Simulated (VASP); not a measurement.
# B5Br3 (Pm-3m) in VASP: notebook

Runs on B5Br3. Level: PBE. Tasks: single point, relaxation of cell and atoms.

Program: VASP 6.6.1. These are calculated values, not measurements. Logs are shortened: lines on timing, memory, paths and dates and some standing lists are left out, and cuts for length are marked.

## 1. The cell of the first run

Symmetry: Pm-3m, No. 221, cubic system. Conventional cell: a = 4.756 Å, b = 4.756 Å, c = 4.756 Å, α = 90.00°, β = 90.00°, γ = 90.00°. Within 3.1 Å of B (site symmetry 4/mmm) lie 2 B at 2.38 Å and 4 Br at 2.38 Å. Within 3.1 Å of B (site symmetry m-3m) lie 6 Br at 2.38 Å. Within 3.1 Å of B (site symmetry m-3m) lie 6 B at 2.38 Å. Within 3.1 Å of Br (site symmetry 4/mmm) lie 6 B at 2.38 Å.

The cell was built from a structure type or drawn by symmetry, and may not be a known phase.

## 2. Single point, PBE

INCAR

```
ALGO = Normal ; EDIFF = 1E-6
ENCUT = 520 ; GGA = PE
ISIF = 2 ; ISMEAR = 0
LASPH = T ; LCHARG = T
LELF = T ; LREAL = F
LVHAR = T ; LWAVE = F
NBANDS = 28 ; NELM = 100
PREC = Accurate ; SIGMA = 0.1
```

KPOINTS

```
k-points
0
Gamma
  8 8 8
```

POSCAR

```
B5Br3
1.0
    4.7555535872      0.0000000000      0.0000000000
    0.0000000000      4.7555535872      0.0000000000
    0.0000000000      0.0000000000      4.7555535872
B Br
5 3
Direct
    0.0000000000      0.5000000000      0.5000000000
    0.5000000000      0.0000000000      0.5000000000
    0.5000000000      0.5000000000      0.0000000000
    0.0000000000      0.0000000000      0.0000000000
    0.5000000000      0.5000000000      0.5000000000
    0.5000000000      0.0000000000      0.0000000000
    0.0000000000      0.5000000000      0.0000000000
    0.0000000000      0.0000000000      0.5000000000
```

Potentials or basis: VASP PAW PBE potentials, release 64 (B, Br).

On the command line:

```
cat potpaw_PBE.64/B/POTCAR potpaw_PBE.64/Br/POTCAR > POTCAR
mpirun -np 1 vasp_std > vasp.out
```

OUTCAR:

```text
EDIFF = 1E-6
   ENCUT = 520
   GGA = PE
   ISIF = 2
   ISMEAR = 0
   LASPH = T
   LREAL = F
   NELM = 100
   PREC = Accurate

 ion  position               nearest neighbor table
   1  0.000  0.500  0.500-   7 2.38   8 2.38   7 2.38   8 2.38
   2  0.500  0.000  0.500-   6 2.38   8 2.38   6 2.38   8 2.38
   3  0.500  0.500  0.000-   6 2.38   7 2.38   6 2.38   7 2.38
   4  0.000  0.000  0.000-   6 2.38   7 2.38   8 2.38   8 2.38   7 2.38   6 2.38
   5  0.500  0.500  0.500-
   6  0.500  0.000  0.000-   2 2.38   3 2.38   4 2.38   2 2.38   3 2.38   4 2.38
   7  0.000  0.500  0.000-   1 2.38   3 2.38   4 2.38   1 2.38   4 2.38   3 2.38
   8  0.000  0.000  0.500-   1 2.38   2 2.38   4 2.38   4 2.38   1 2.38   2 2.38

  LATTYP: Found a simple cubic cell.
 ALAT       =     4.7555535872

  Lattice vectors:

 A1 = (   4.7555535872,   0.0000000000,   0.0000000000)
 A2 = (   0.0000000000,   4.7555535872,   0.0000000000)
 A3 = (   0.0000000000,   0.0000000000,   4.7555535872)

Analysis of symmetry for initial positions (statically):
=====================================================================
 Subroutine PRICEL returns:
 Original cell was already a primitive cell.

 Routine SETGRP: Setting up the symmetry group for a
 simple cubic supercell.

 Subroutine GETGRP returns: Found 48 space group operations
 (whereof 48 operations were pure point group operations)
 out of a pool of 48 trial point group operations.

The static configuration has the point symmetry O_h .

Analysis of symmetry for dynamics (positions and initial velocities):
=====================================================================
 Subroutine PRICEL returns:
 Original cell was already a primitive cell.

 Routine SETGRP: Setting up the symmetry group for a
 simple cubic supercell.

 Subroutine GETGRP returns: Found 48 space group operations
 (whereof 48 operations were pure point group operations)
 out of a pool of 48 trial point group operations.

The dynamic configuration has the point symmetry O_h .

 Subroutine INISYM returns: Found 48 space group operations
 (whereof 48 operations are pure point group operations),
 and found     1 'primitive' translations

[... 98 lines left out ...]
   ISTART =      0    job   : 0-new  1-cont  2-samecut
   ICHARG =      2    charge: 1-file 2-atom 10-const
   ISPIN  =      1    spin polarized calculation?
   LNONCOLLINEAR =      F non collinear calculations
   LSORBIT =      F    spin-orbit coupling
   LASPH  =      T    aspherical Exc in radial PAW
   ENCUT  =  520.0 eV  38.22 Ry    6.18 a.u.   8.84  8.84  8.84*2*pi/ulx,y,z
   NELM   =    100;   NELMIN=  2; NELMDL= -5     # of ELM steps
   EDIFF  = 0.1E-05   stopping-criterion for ELM
   LREAL  =      F    real-space projection
[... 7 lines left out ...]
   TEBEG  =    0.0;   TEEND  =   0.0 temperature during run
   PSTRESS=    0.0 pullay stress
   NELECT =      36.0000    total number of electrons
   NUPDOWN=      -1.0000    fix difference up-down
   EMIN   =  10.00;   EMAX   =-10.00  energy-range for DOS
   EFERMI =   0.00;   METHOD = LEGACY
   ISMEAR =     0;   SIGMA  =   0.10  broadening in eV -4-tet -1-fermi 0-gaus
   EFERMI_NEDOS =   21; number of points for ismear=-14 and -15
   IALGO  =     38    algorithm
   IMIX   =      4    mixing-type and parameters
     AMIX     =   0.40;   BMIX     =  1.00
     AMIX_MAG =   1.60;   BMIX_MAG =  1.00
  volume/ion in A,a.u.               =      13.44        90.72
  Fermi-wavevector in a.u.,A,eV,Ry     =   1.136688  2.148029 17.579536  1.292059
  Thomas-Fermi vector in A             =   2.273393
   LORBIT       =      0    0 simple, 1 ext, 2 COOP (PROOUT), +10 PAW based schemes
   GGA     = PE    functional components
   LHFCALC =     F    Hartree Fock is set to
   AEXX    =    0.0000 exact exchange contribution
   IVDW    =     0    specifies the selected vdW correction
   LEPSILON=     F    determine dielectric tensor
   LRPA    =     F    only Hartree local field effects (RPA)
 non-spin polarized calculation
 Gauss-broadening in eV      SIGMA  =   0.10
  energy-cutoff  :      520.00
  volume of cell :      107.55
 maximum number of plane-waves:      2945
 NGX is ok and might be reduce to    36
   NGX = 17   NGY = 17   NGZ = 17

 number of electron      36.0000000 magnetization

 Free energy of the ion-electron system (eV)
  ---------------------------------------------------
  ext. energy  EPLUGINS =         0.00000000
  ---------------------------------------------------
  free energy    TOTEN  =       -23.33068599 eV

  energy without entropy =      -23.31144142  energy(sigma->0) =      -23.32106370

 E-fermi :   5.9781     XC(G=0): -10.7807

 val. band max:        5.9466185852   @ k =   0.5000   0.3750   0.0000
 cond. band min:       5.9911096137   @ k =   0.5000   0.1250   0.1250
 fundamental gap:      0.0444910285
 Fermi energy:         5.9781187375

 k-point     1 :       0.0000    0.0000    0.0000
  band No.  band energies     occupation
      1     -13.0169      2.00000
      2     -11.0128      2.00000
      3     -11.0128      2.00000
      4      -2.8431      2.00000
      5      -2.8431      2.00000
      6      -2.8431      2.00000
[... 733 lines left out ...]
     27      10.6456      0.00000
     28      11.0767      0.00000

 [... further k-points ...]

------------------------ aborting loop because EDIFF is reached ----------------------------------------

  FORCE on cell =-STRESS in cart. coord.  units (eV):
  Direction    XX          YY          ZZ          XY          YZ          ZX
  --------------------------------------------------------------------------------------
  -------------------------------------------------------------------------------------
  Total        0.0103469      0.0103469      0.0103469      0.0000000     -0.0000000      0.0000000
  in kB        0.1541402      0.1541402      0.1541402      0.0000000     -0.0000000      0.0000000
  external PRESSURE =       0.1541402 kB  Pullay stress =       0.0000000 kB

 VOLUME and BASIS-vectors are now :
 -----------------------------------------------------------------------------
  energy-cutoff  :      520.00
  volume of cell :      107.55
      direct lattice vectors                 reciprocal lattice vectors
     4.755553587  0.000000000  0.000000000     0.210280461  0.000000000  0.000000000
     0.000000000  4.755553587  0.000000000     0.000000000  0.210280461  0.000000000
     0.000000000  0.000000000  4.755553587     0.000000000  0.000000000  0.210280461

 POSITION                                       TOTAL-FORCE (eV/Angst)
 -----------------------------------------------------------------------------------
      0.00000      2.37778      2.37778         0.000000      0.000000      0.000000
      2.37778      0.00000      2.37778         0.000000      0.000000      0.000000
      2.37778      2.37778      0.00000         0.000000      0.000000      0.000000
      0.00000      0.00000      0.00000         0.000000      0.000000      0.000000
      2.37778      2.37778      2.37778         0.000000      0.000000      0.000000
      2.37778      0.00000      0.00000         0.000000      0.000000      0.000000
      0.00000      2.37778      0.00000         0.000000      0.000000      0.000000
      0.00000      0.00000      2.37778         0.000000      0.000000      0.000000
 -----------------------------------------------------------------------------------
    total drift:                                0.000000     -0.000000     -0.000000

  FREE ENERGIE OF THE ION-ELECTRON SYSTEM (eV)
  ---------------------------------------------------
  free  energy   TOTEN  =       -23.3306859931 eV

  energy  without entropy=      -23.3114414155  energy(sigma->0) =      -23.32106370
```

OSZICAR:

```text
N       E                     dE             d eps       ncg     rms          rms(c)
DAV:   1     0.147442980318E+03    0.14744E+03   -0.16171E+04  1960   0.115E+03
DAV:   2    -0.127899147137E+02   -0.16023E+03   -0.15268E+03  2456   0.196E+02
DAV:   3    -0.244626459260E+02   -0.11673E+02   -0.11395E+02  2612   0.504E+01
DAV:   4    -0.246395392104E+02   -0.17689E+00   -0.17585E+00  2528   0.664E+00
DAV:   5    -0.246421850432E+02   -0.26458E-02   -0.26438E-02  2564   0.759E-01    0.215E+01
DAV:   6    -0.233327112520E+02    0.13095E+01   -0.48389E+00  2700   0.873E+00    0.155E+01
DAV:   7    -0.233378108471E+02   -0.50996E-02   -0.69523E-01  2548   0.362E+00    0.884E+00
DAV:   8    -0.233321819411E+02    0.56289E-02   -0.69391E-02  2572   0.133E+00    0.296E-01
DAV:   9    -0.233305447398E+02    0.16372E-02   -0.80366E-03  2380   0.323E-01    0.175E-01
DAV:  10    -0.233306045466E+02   -0.59807E-04   -0.34982E-04  2476   0.856E-02    0.547E-02
DAV:  11    -0.233306874069E+02   -0.82860E-04   -0.10178E-04  2448   0.543E-02    0.554E-02
DAV:  12    -0.233306854134E+02    0.19935E-05   -0.90730E-06  2584   0.135E-02    0.736E-03
DAV:  13    -0.233306859931E+02   -0.57975E-06   -0.11832E-06  1520   0.556E-03
   1 F= -.23330686E+02 E0= -.23321064E+02  d E =-.192446E-01
```

stdout:

```text
POSCAR found type information on POSCAR B Br
 POSCAR found :  2 types and       8 ions
 scaLAPACK will be used
 LDA part: xc-table for (Slater+PW92), standard interpolation
 POSCAR, INCAR and KPOINTS ok, starting setup
 FFT: planning ... GRIDC
 FFT: planning ... GRID_SOFT
 FFT: planning ... GRID
 WAVECAR not read
 entering main loop
```

Wall time 59 s (1 thread of Intel Xeon Platinum 8488C (Sapphire Rapids), shared host); peak memory 0.25 GiB.

Results:

```
Free energy            : -23.3307 eV
Pressure               : 0.0 GPa
Band gap on the k mesh : zero (bands 18 and 19 overlap by 1.79 eV)
```

## 3. Relaxation of cell and atoms, PBE

This run uses another cell than the first one, of 13.27 Å³/atom.

INCAR

```
SYSTEM = B5Br3
PREC = Accurate
ENCUT = 600
EDIFF = 1E-6
ISMEAR = 0
SIGMA = 0.1
LREAL = .False.
LASPH = .True.
NELM = 100
ALGO = Normal
ISIF = 3
LWAVE = .False.
LCHARG = .False.
GGA = PE
IBRION = 2
NSW = 100
EDIFFG = -0.01
```

KPOINTS

```
regular mesh
0
Gamma
  8 8 8
  0 0 0
```

POSCAR, as its differences from that of step 2:

```diff
@@ -2,5 +2,5 @@
 1.0
-    4.7555535872      0.0000000000      0.0000000000
-    0.0000000000      4.7555535872      0.0000000000
-    0.0000000000      0.0000000000      4.7555535872
+    4.7352795853      0.0000000000      0.0000000000
+    0.0000000000      4.7352795853      0.0000000000
+    0.0000000000      0.0000000000      4.7352795853
 B Br
```

Potentials or basis: VASP PAW PBE potentials, release 64 (B, Br).

On the command line:

```
cat potpaw_PBE.64/B/POTCAR potpaw_PBE.64/Br/POTCAR > POTCAR
mpirun -np 1 vasp_std > vasp.out
```

Run time: 2.5 min. Hardware: 1 thread of Intel Xeon Platinum 8488C (Sapphire Rapids), shared host; peak memory 0.29 GiB.

It converged, with:

* Free energy: -23.3319 eV
* Relaxed volume: 13.43 Å³/atom
* Relaxed cell: a = 4.754 Å, b = 4.754 Å, c = 4.754 Å, α = 90.00°, β = 90.00°, γ = 90.00°
* Space group after relaxing (to 0.1 Å): Pm-3m (No. 221)
* Energy gained by relaxing: 0.4 meV/atom
* Ionic steps: 3
* Pressure after relaxing: 0.0 GPa
* Band gap on the k mesh: zero (bands 18 and 19 overlap by 1.79 eV)

Step by step:
```tsv
step	energy change (eV)	largest force (eV/Å)	pressure (GPa)	volume (Å³)
1	0.0000	0.0000	0.77	106.18
2	-0.0030	0.0000	0.19	107.16
3	-0.0032	0.0000	0.05	107.46
```

Final structure:
```
CELL_PARAMETERS angstrom
4.75426 0.00000 0.00000
0.00000 4.75426 0.00000
0.00000 0.00000 4.75426
ATOMIC_POSITIONS crystal
B 0.00000 0.50000 0.50000
B 0.50000 0.00000 0.50000
B 0.50000 0.50000 0.00000
B 0.00000 0.00000 0.00000
B 0.50000 0.50000 0.50000
Br 0.50000 0.00000 0.00000
Br 0.00000 0.50000 0.00000
Br 0.00000 0.00000 0.50000
```

Levels at points of the mesh, in eV from the Fermi level:
```tsv
k point	band 16	band 17	band 18	band 19	band 20	band 21
(0.00, 0.00, 0.00)	-4.51	-0.70	-0.70	-0.70	1.06	3.69
(0.50, 0.00, 0.00)	-1.53	-1.53	-1.02	0.06	1.51	1.67
(0.50, 0.50, 0.00)	-1.57	-0.18	0.42	0.42	0.96	1.23
(0.50, 0.50, 0.50)	0.13	0.34	0.34	0.34	0.50	0.50
```

## 4. Single point, PBE

This run uses another cell than the first one, of 18.43 Å³/atom.

INCAR

```
PREC = Accurate
ENCUT = 520
EDIFF = 1E-6
ISMEAR = 0
SIGMA = 0.1
LREAL = False
LASPH = True
NELM = 100
ALGO = Normal
ISIF = 2
LWAVE = False
LCHARG = False
GGA = PE
NBANDS = 28
```

KPOINTS

```
regular mesh
0
Gamma
  4 4 4
```

POSCAR, as its differences from that of step 3:

```diff
@@ -2,5 +2,5 @@
 1.0
-    4.7352795853      0.0000000000      0.0000000000
-    0.0000000000      4.7352795853      0.0000000000
-    0.0000000000      0.0000000000      4.7352795853
+    5.2830642100      0.0000000000      0.0000000000
+    0.0000000000      5.2830642100      0.0000000000
+    0.0000000000      0.0000000000      5.2830642100
 B Br
```

On the command line:

```
cat potpaw_PBE.64/B/POTCAR potpaw_PBE.64/Br/POTCAR > POTCAR
mpirun -np 1 vasp_std > vasp.out
```

Run time: 32 s. Hardware: 1 thread of Intel Xeon Platinum 8488C (Sapphire Rapids), shared host; peak memory 0.24 GiB.

It converged, with:

| Quantity | Value |
| --- | --- |
| Free energy | -21.8544 eV |
| Pressure | -8.0 GPa |
| Band gap on the k mesh | zero (bands 18 and 19 overlap by 1.40 eV) |

Levels at points of the mesh, in eV from the Fermi level:
| k point | band 15 | band 16 | band 17 | band 18 | band 19 | band 20 | band 21 | band 22 |
| --- | --- | --- | --- | --- | --- | --- | --- | --- |
| (0.00, 0.00, 0.00) | -3.78 | -3.78 | -1.20 | -0.52 | -0.52 | -0.52 | 3.61 | 3.61 |
| (0.50, 0.00, 0.00) | -1.62 | -1.38 | -0.98 | -0.98 | -0.91 | 1.03 | 1.38 | 1.45 |
| (0.50, 0.50, 0.00) | -1.57 | -1.52 | -0.56 | -0.17 | 0.58 | 0.58 | 1.22 | 1.22 |
| (0.50, 0.50, 0.50) | -0.46 | -0.46 | 0.49 | 0.49 | 0.49 | 0.67 | 0.99 | 0.99 |

Caveat: the cell stands under tension.

## 5. Summary

| task | cell | k mesh | cutoff (eV) | gap on the mesh (eV) | pressure (GPa) |
| --- | --- | --- | --- | --- | --- |
| single point | a = 4.756 Å, 8 atoms | 8 × 8 × 8 | 520 | none | 0.0 |
| relaxation of cell and atoms | relaxed from a = 4.735 Å, 8 atoms | 8 × 8 × 8 | 600 | none | 0.0 |
| single point | a = 5.283 Å, 8 atoms | 4 × 4 × 4 | 520 | none | -8.0 |

Alike in all rows: level PBE; potentials or basis VASP PAW PBE potentials, release 64 (B, Br); no spin polarisation; smearing gaussian 0.1 eV.

Caveats: the cell stands under tension (at least some runs).

Total energies depend on the potentials used, so only differences within one code and one set of settings carry meaning.
